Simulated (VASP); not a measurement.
Crystal: ZnS.

```
Zn S
1.0
     0.00000    2.70200    2.70200
     2.70200    0.00000    2.70200
     2.70200    2.70200    0.00000
Zn S
1 1
Direct
  0.75000 0.75000 0.75000
  0.00000 0.00000 0.00000
```

| Item | Value |
| --- | --- |
| Program | VASP 6.6.1 |
| Task | relaxation of cell and atoms |
| Functional | RPBE |
| Dispersion | D3(BJ) |
| Potentials or basis | VASP PAW PBE potentials, release 64 (Zn, S) |
| Cutoff | 600 eV |
| k mesh | 9 × 9 × 9 |
| Occupations | fermi-dirac, width 0.05 eV |
| Spin | no spin polarisation |

At the start: pressure -5.8 GPa; volume 19.73 Å³/atom.

Question: Where does the relaxation end?

Answer: Over 3 steps the energy falls by 30.7 meV/atom and the volume is 18.16 Å³/atom (-7.9 %); space group F-43m (No. 216, to 0.05 Å).

The path:
```
step  energy change (eV)  largest force (eV/Å)  pressure (GPa)  volume (Å³)
   1              0.0000                0.0000           -5.84        39.45
   2             -0.0561                0.0000            2.07        35.49
   3             -0.0614                0.0000            0.03        36.32
```

Final structure:
```yaml
crystal:
  lattice:
    - [0.00000, 2.62845, 2.62845]
    - [2.62845, 0.00000, 2.62845]
    - [2.62845, 2.62845, 0.00000]
  atoms:
    - { symbol: Zn, position: [0.75000, 0.75000, 0.75000] }
    - { symbol: S, position: [0.00000, 0.00000, 0.00000] }
```

Caveat: the PAW data sets were made with another functional, which shifts forces and pressure a little.
